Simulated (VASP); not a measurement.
Write the native input for VASP 6.6.1 that does the following.

- Task: single point
- Functional: PBE
- Potentials or basis: VASP PAW PBE potentials, release 64 (Al, P)
- Cutoff: 500 eV
- k mesh: 8 × 8 × 8
- Occupations: fermi-dirac, width 0.1 eV
- Spin: no spin polarisation
- Dipole correction: no
- Further INCAR settings: ALGO = Normal; EDIFF = 1e-06; NBANDS = 11

The structure of AlP lies in POSCAR:

```
AlP
1.0
    0.0000000000      2.7295760000      2.7295760000
    2.7295760000      0.0000000000      2.7295760000
    2.7295760000      2.7295760000      0.0000000000
Al P
1 1
Direct
    0.0000000000      0.0000000000      0.0000000000
    0.2500000000      0.2500000000      0.2500000000
```

These files were run (other wordings do the same):

INCAR

```
ALGO = Normal
EDIFF = 1E-6
ENCUT = 500
GGA = PE
GGA_COMPAT = F
ISIF = 2
ISMEAR = -1
LASPH = T
LCHARG = F
LREAL = F
LWAVE = F
NBANDS = 11
NELM = 120
PREC = Accurate
SIGMA = 0.1
```

KPOINTS

```
k-points
0
Gamma
  8 8 8
```

Potentials or basis: VASP PAW PBE potentials, release 64 (Al, P).

Launch:

```sh
$ cat potpaw_PBE.64/Al/POTCAR potpaw_PBE.64/P/POTCAR > POTCAR
$ mpirun -np 1 vasp_std > vasp.out
```

It gave:

| Property | Result |
| --- | --- |
| Pressure | 2.2 GPa |
| Band gap on the k mesh | 1.58 eV, indirect (least direct gap 3.31 eV) |

It took 10 s on 1 thread of Intel Xeon 8259CL, on a shared host, peak memory 0.15 GiB.
